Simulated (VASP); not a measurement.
Runs of VASP 6.6.1 on Au. The structure is that of space group Fd-3m (No. 227), or close to it. The cells are those of the table. 

```tsv
cell	gap on the mesh (eV)	pressure (GPa)
a = 4.309 Å, angles 60.0°, 2 atoms	none	4.3
a = 4.601 Å, angles 60.0°, 2 atoms	none	(a)
a = 4.245 Å, angles 60.0°, 2 atoms	none	7.7
a = 4.545 Å, angles 60.0°, 2 atoms	none	-2.6
a = 4.370 Å, angles 60.0°, 2 atoms	none	(b)
```

Alike in all rows: task single point; level RPBE; potentials or basis VASP PAW PBE potentials, release 64 (Au); no spin polarisation; k mesh 10 × 10 × 10; cutoff (eV) 520; smearing fermi-dirac 0.1 eV.

Problem. Fill in the values left out.

Solution. (a) -3.4; (b) 1.8.

Caveats: the PAW data sets were made with another functional, which shifts forces and pressure a little; spin-orbit coupling is left out, which moves the levels of the heavy elements.

A k mesh can miss the band edges, and the runs leave out spin-orbit coupling on Au.

A gap of «none» marks levels without a gap at the run's occupations.
